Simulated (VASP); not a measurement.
Here is a VASP 6.6.1 calculation.

INCAR

```
  PREC = Accurate
  ENCUT = 600
  EDIFF = 1E-6
  ISMEAR = 0
  SIGMA = 0.15
  LREAL = False
  LASPH = True
  NELM = 200
  ALGO = Normal
  ISIF = 2
  LWAVE = False
  LCHARG = True
  ISPIN = 2
  MAGMOM = 3.79 0.35
  LORBIT = 11
  LMAXMIX = 4
  GGA = PE
  LELF = True
  LVHAR = True
  NBANDS = 18
  GGA_COMPAT = False
```

Contents of KPOINTS:

```
regular mesh
0
Gamma
  20 20 20
```

File POSCAR:

```
FeO
1.0
    0.0000000000      2.3278320000      2.3278320000
    2.3278320000      0.0000000000      2.3278320000
    2.3278320000      2.3278320000      0.0000000000
Fe O
1 1
Direct
    0.0000000000      0.0000000000      0.0000000000
    0.5000000000      0.5000000000      0.5000000000
```

Potentials or basis: VASP PAW PBE potentials, release 64 (Fe, O).

Command:

```sh
$ cat potpaw_PBE.64/Fe/POTCAR potpaw_PBE.64/O/POTCAR > POTCAR
$ mpirun -np 1 vasp_std > vasp.out
```

(1) What does it give for the net moment?

(2) What does it give for the site moments?

Results:

(1) 4.01 μB per cell.

(2) Fe +3.65; O +0.27 μB.

Caveat: the cell differs from its parent crystal (strain +0.080 along x and y, +0.080 along z); a cell with one magnetic atom can't hold antiferromagnetic order, which such compounds often take.
